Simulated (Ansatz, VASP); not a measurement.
As in VASP and in Ansatz

```
As
1.0
     1.87989    1.08536    3.32958
    -1.87989    1.08536    3.32958
     0.00000   -2.17071    3.32958
As
2
Cartesian
  0.0000 0.0000 7.6866
  0.0000 0.0000 2.3021
```

Alike in both runs: task single point; functional LDA; k mesh 11 × 11 × 11; occupations fermi-dirac, width 0.05 eV; no spin polarisation.

```csv
,VASP,Ansatz
version,VASP 6.6.1,Ansatz 0.2.0
potentials or method,"VASP PAW LDA potentials, release 64 (As), cutoff 520 eV","all-electron LAPW, scalar-relativistic"
```

VASP gave:

```
pressure (GPa)                                                : 0.5
traceless stress, the component that is largest in VASP (GPa) : -0.12
rms of the force components (eV/Å)                            : 0.039
```

Question: Which values does Ansatz return?

Answer: Pressure (GPa): 0.0; traceless stress, the component that is largest in VASP (GPa): 0.00; rms of the force components (eV/Å): 0.001.

LDA's correlation is that of Perdew and Zunger in VASP and of Perdew and Wang (1992) in Ansatz. Atom by atom the forces differ by 0.038 eV/Å (rms over components). Ansatz ran all-electron here, and VASP with PAW potentials.
